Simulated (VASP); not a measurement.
Input of a VASP 6.6.1 run:

INCAR

```
ALGO = Normal
EDIFF = 1E-6
ENCUT = 520
GGA = PS
ISIF = 2
ISMEAR = 1
LASPH = True
LCHARG = True
LELF = True
LREAL = False
LVHAR = True
LWAVE = False
NBANDS = 20
NELM = 100
PREC = Accurate
SIGMA = 0.1
```

KPOINTS

```
k-points
0
Gamma
  10 10 10
```

POSCAR

```
TiRh
1.0
    3.1152020000      0.0000000000      0.0000000000
    0.0000000000      3.1152020000      0.0000000000
    0.0000000000      0.0000000000      3.1152020000
Ti Rh
1 1
Direct
    0.5000000000      0.5000000000      0.5000000000
    0.0000000000      0.0000000000      0.0000000000
```

Potentials or basis: VASP PAW PBE potentials, release 64 (Ti_sv, Rh_pv).

Run with:

```console
$ cat potpaw_PBE.64/Ti_sv/POTCAR potpaw_PBE.64/Rh_pv/POTCAR > POTCAR
$ mpirun -np 1 vasp_std > vasp.out
```

(1) Predict the pressure.

## Answers

(1) -8.2 GPa.

Caveat: the PAW data sets were made with another functional, which shifts forces and pressure a little.
